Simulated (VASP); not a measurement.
# TiSi2 (Fd-3m) in VASP: further runs

Runs on TiSi2. Level: PBE. Tasks: single point.

Everything below comes from runs of VASP 6.6.1. Logs are shortened: lines on timing, memory, paths and dates and some standing lists are left out, and cuts for length are marked.

## 1. The cell of the first run

It takes space group Fd-3m (No. 227, cubic). Conventional cell: a = 6.917 Å, b = 6.917 Å, c = 6.917 Å, α = 90.00°, β = 90.00°, γ = 90.00°. Ti (site symmetry -43m) has 12 Si at 2.87 Å and 4 Ti at 3.00 Å within 3.8 Å. Si (site symmetry -3m) has 6 Si at 2.45 Å and 6 Ti at 2.87 Å within 3.2 Å.

## 2. Single point, PBE

Contents of INCAR:

```
PREC = Accurate ; ENCUT = 520
EDIFF = 1E-7 ; ISMEAR = 0
SIGMA = 0.1 ; LREAL = False
LASPH = True ; NELM = 80
ALGO = Normal ; ISIF = 2
LWAVE = False ; LCHARG = False
GGA = PE ; NBANDS = 29
```

Contents of KPOINTS:

```
regular mesh
0
Gamma
  4 4 4
```

Contents of POSCAR:

```
TiSi2
1.0
    0.0000000000      3.4585518295      3.4585518295
    3.4585518295      0.0000000000      3.4585518295
    3.4585518295      3.4585518295      0.0000000000
Ti Si
2 4
Direct
    0.0000000000      0.0000000000      0.0000000000
    0.2500000000      0.2500000000      0.2500000000
    0.6250000000      0.6250000000      0.6250000000
    0.1250000000      0.6250000000      0.6250000000
    0.6250000000      0.6250000000      0.1250000000
    0.6250000000      0.1250000000      0.6250000000
```

Potentials or basis: VASP PAW PBE potentials, release 64 (Ti_sv, Si).

Launch:

```bash
$ cat potpaw_PBE.64/Ti_sv/POTCAR potpaw_PBE.64/Si/POTCAR > POTCAR
$ mpirun -np 1 vasp_std > vasp.out
```

OUTCAR:

```text
PREC = Accurate
   ENCUT = 520
   EDIFF = 1E-7
   ISMEAR = 0
   LREAL = False
   LASPH = True
   NELM = 80
   ISIF = 2
   GGA = PE

 ion  position               nearest neighbor table
   1  0.000  0.000  0.000-   5 2.87   6 2.87   4 2.87   5 2.87   4 2.87   6 2.87   3 2.87   3 2.87
                             3 2.87   4 2.87   5 2.87   6 2.87
   2  0.250  0.250  0.250-   4 2.87   6 2.87   4 2.87   5 2.87   5 2.87   6 2.87   3 2.87   6 2.87
                             3 2.87   3 2.87   4 2.87   5 2.87
   3  0.625  0.625  0.625-   4 2.45   5 2.45   6 2.45   5 2.45   6 2.45   4 2.45   1 2.87   2 2.87
                             1 2.87   2 2.87   1 2.87   2 2.87
   4  0.125  0.625  0.625-   3 2.45   5 2.45   6 2.45   3 2.45   5 2.45   6 2.45   2 2.87   1 2.87
                             2 2.87   1 2.87   1 2.87   2 2.87
   5  0.625  0.625  0.125-   3 2.45   3 2.45   4 2.45   6 2.45   6 2.45   4 2.45   1 2.87   2 2.87
                             1 2.87   2 2.87   1 2.87   2 2.87
   6  0.625  0.125  0.625-   3 2.45   5 2.45   3 2.45   4 2.45   5 2.45   4 2.45   1 2.87   2 2.87
                             1 2.87   2 2.87   1 2.87   2 2.87

  LATTYP: Found a face centered cubic cell.
 ALAT       =     6.9171036590

  Lattice vectors:

 A1 = (   0.0000000000,   3.4585518295,   3.4585518295)
 A2 = (   3.4585518295,   0.0000000000,   3.4585518295)
 A3 = (   3.4585518295,   3.4585518295,   0.0000000000)

Analysis of symmetry for initial positions (statically):
=====================================================================
 Subroutine PRICEL returns:
 Original cell was already a primitive cell.

 Routine SETGRP: Setting up the symmetry group for a
 face centered cubic supercell.

 Subroutine GETGRP returns: Found 48 space group operations
 (whereof 24 operations were pure point group operations)
 out of a pool of 48 trial point group operations.

The static configuration has the point symmetry T_d .
 The point group associated with its full space group is O_h .

Analysis of symmetry for dynamics (positions and initial velocities):
=====================================================================
 Subroutine PRICEL returns:
 Original cell was already a primitive cell.

 Routine SETGRP: Setting up the symmetry group for a
 face centered cubic supercell.

 Subroutine GETGRP returns: Found 48 space group operations
 (whereof 24 operations were pure point group operations)
 out of a pool of 48 trial point group operations.

The dynamic configuration has the point symmetry T_d .
 The point group associated with its full space group is O_h .

[... 92 lines left out ...]
   NSW    =      0    number of steps for IOM
   IBRION =     -1    ionic relax: 0-MD 1-quasi-New 2-CG
   NFREE  =      0    steps in history (QN), initial steepest desc. (CG)
   ISIF   =      2    stress and relaxation
   ISYM   =      2    0-nonsym 1-usesym 2-fastsym
   POTIM  = 0.5000    time-step for ionic-motion
   TEBEG  =    0.0;   TEEND  =   0.0 temperature during run
   PSTRESS=    0.0 pullay stress
   NELECT =      40.0000    total number of electrons
   NUPDOWN=      -1.0000    fix difference up-down
   EMIN   =  10.00;   EMAX   =-10.00  energy-range for DOS
   EFERMI =   0.00;   METHOD = LEGACY
   ISMEAR =     0;   SIGMA  =   0.10  broadening in eV -4-tet -1-fermi 0-gaus
   EFERMI_NEDOS =   21; number of points for ismear=-14 and -15
   IALGO  =     38    algorithm
   IMIX   =      4    mixing-type and parameters
     AMIX     =   0.40;   BMIX     =  1.00
     AMIX_MAG =   1.60;   BMIX_MAG =  1.00
  volume/ion in A,a.u.               =      13.79        93.06
  Fermi-wavevector in a.u.,A,eV,Ry     =   1.284864  2.428041 22.461530  1.650876
  Thomas-Fermi vector in A             =   2.417033
   LORBIT       =      0    0 simple, 1 ext, 2 COOP (PROOUT), +10 PAW based schemes
   GGA     = PE    functional components
   LHFCALC =     F    Hartree Fock is set to
   AEXX    =    0.0000 exact exchange contribution
   IVDW    =     0    specifies the selected vdW correction
   LEPSILON=     F    determine dielectric tensor
   LRPA    =     F    only Hartree local field effects (RPA)
 non-spin polarized calculation
 Gauss-broadening in eV      SIGMA  =   0.10
  energy-cutoff  :      520.00
  volume of cell :       82.74
 maximum number of plane-waves:      2252
   NGX = 19   NGY = 19   NGZ = 19

 number of electron      39.9999987 magnetization

 Free energy of the ion-electron system (eV)
  ---------------------------------------------------
  ext. energy  EPLUGINS =         0.00000000
  ---------------------------------------------------
  free energy    TOTEN  =       -38.10849548 eV

  energy without entropy =      -38.07816236  energy(sigma->0) =      -38.09332892

 E-fermi :  11.3153     XC(G=0): -11.7703

 val. band max:       11.2579695316   @ k =   0.5000   0.0000   0.0000
 cond. band min:      11.3171157547   @ k =   0.5000   0.2500   0.0000
 fundamental gap:      0.0591462231
 Fermi energy:        11.3153088475

 k-point     1 :       0.0000    0.0000    0.0000
  band No.  band energies     occupation
      1     -45.7513      2.00000
      2     -45.6921      2.00000
      3     -22.0925      2.00000
      4     -22.0925      2.00000
      5     -22.0925      2.00000
      6     -21.9517      2.00000
[... 245 lines left out ...]
     28      13.5364      0.00000
     29      14.4992      0.00000

------------------------ aborting loop because EDIFF is reached ----------------------------------------

  FORCE on cell =-STRESS in cart. coord.  units (eV):
  Direction    XX          YY          ZZ          XY          YZ          ZX
  --------------------------------------------------------------------------------------
  -------------------------------------------------------------------------------------
  Total       -0.0183646     -0.0183646     -0.0183646     -0.0000000      0.0000000     -0.0000000
  in kB       -0.3556145     -0.3556145     -0.3556145     -0.0000000      0.0000000     -0.0000000
  external PRESSURE =      -0.3556145 kB  Pullay stress =       0.0000000 kB

 VOLUME and BASIS-vectors are now :
 -----------------------------------------------------------------------------
  energy-cutoff  :      520.00
  volume of cell :       82.74
      direct lattice vectors                 reciprocal lattice vectors
     0.000000000  3.458551830  3.458551830    -0.144569179  0.144569179  0.144569179
     3.458551830  0.000000000  3.458551830     0.144569179 -0.144569179  0.144569179
     3.458551830  3.458551830  0.000000000     0.144569179  0.144569179 -0.144569179

 POSITION                                       TOTAL-FORCE (eV/Angst)
 -----------------------------------------------------------------------------------
      0.00000      0.00000      0.00000        -0.000000     -0.000000     -0.000000
      1.72928      1.72928      1.72928         0.000000      0.000000      0.000000
      4.32319      4.32319      4.32319        -0.000000      0.000000      0.000000
      4.32319      2.59391      2.59391        -0.000000      0.000000      0.000000
      2.59391      2.59391      4.32319        -0.000000      0.000000      0.000000
      2.59391      4.32319      2.59391        -0.000000      0.000000      0.000000
 -----------------------------------------------------------------------------------
    total drift:                                0.000000     -0.000000     -0.000000

  FREE ENERGIE OF THE ION-ELECTRON SYSTEM (eV)
  ---------------------------------------------------
  free  energy   TOTEN  =       -38.1084954804 eV

  energy  without entropy=      -38.0781623580  energy(sigma->0) =      -38.09332892
```

It took 37 s on 1 thread of Intel Xeon 8259CL, shared host; peak memory 0.2 GiB.

Results:

```
Free energy            : -38.1085 eV
Pressure               : 0.0 GPa
Band gap on the k mesh : zero (bands 20 and 21 overlap by 1.37 eV)
```

Levels at points of the mesh, in eV from the Fermi level:
```csv
k point,band 17,band 18,band 19,band 20,band 21,band 22,band 23,band 24
"(0.00, 0.00, 0.00)",-4.31,-4.31,-1.34,0.61,0.61,0.61,1.55,1.55
"(0.50, 0.00, 0.00)",-2.09,-1.82,-0.53,-0.06,-0.06,1.05,1.05,1.21
"(0.50, 0.50, 0.00)",-1.34,-1.34,-1.26,-1.26,-0.76,-0.76,1.67,1.67
```

Caveat: the k points lie up to 0.39 Å⁻¹ apart, too coarse for converged energies and pressures of a metal.

## 3. Single point, PBE

This run uses another cell than the first one, of 14.25 Å³/atom.

Contents of INCAR:

```
SYSTEM = TiSi2
PREC = Accurate ; ENCUT = 520
EDIFF = 1E-6 ; ISMEAR = 0
SIGMA = 0.1 ; LREAL = .False.
LASPH = .True. ; NELM = 60
ALGO = Normal ; ISIF = 2
LWAVE = .False. ; LCHARG = .True.
GGA = PE ; LELF = .True.
LVHAR = .True. ; NBANDS = 29
```

Contents of KPOINTS:

```
regular mesh
0
Gamma
  4 4 4
  0 0 0
```

POSCAR: that of step 2 with these lines changed.

```diff
@@ -2,5 +2,5 @@
 1.0
-    0.0000000000      3.4585518295      3.4585518295
-    3.4585518295      0.0000000000      3.4585518295
-    3.4585518295      3.4585518295      0.0000000000
+    0.0000000000      3.4969723051      3.4969723051
+    3.4969723051      0.0000000000      3.4969723051
+    3.4969723051      3.4969723051      0.0000000000
 Ti Si
```

Potentials or basis: VASP PAW PBE potentials, release 64 (Ti_sv, Si).

Launch:

```bash
$ cat potpaw_PBE.64/Ti_sv/POTCAR potpaw_PBE.64/Si/POTCAR > POTCAR
$ mpirun -np 1 vasp_std > vasp.out
```

Wall time 41 s (1 thread of Intel Xeon 8259CL, shared host); peak memory 0.24 GiB.

Results (log left out):

```
Free energy            : -38.0705 eV
Pressure               : -4.3 GPa
Band gap on the k mesh : zero (bands 20 and 21 overlap by 1.29 eV)
```

Levels at points of the mesh, in eV from the Fermi level:
| k point | band 18 | band 19 | band 20 | band 21 | band 22 | band 23 |
| --- | --- | --- | --- | --- | --- | --- |
| (0.00, 0.00, 0.00) | -4.18 | -1.31 | 0.56 | 0.56 | 0.56 | 1.49 |
| (0.50, 0.00, 0.00) | -1.76 | -0.48 | -0.07 | -0.07 | 0.96 | 0.96 |
| (0.50, 0.50, 0.00) | -1.28 | -1.20 | -1.20 | -0.73 | -0.73 | 1.60 |

Caveat: the k points lie up to 0.39 Å⁻¹ apart, too coarse for converged energies and pressures of a metal.
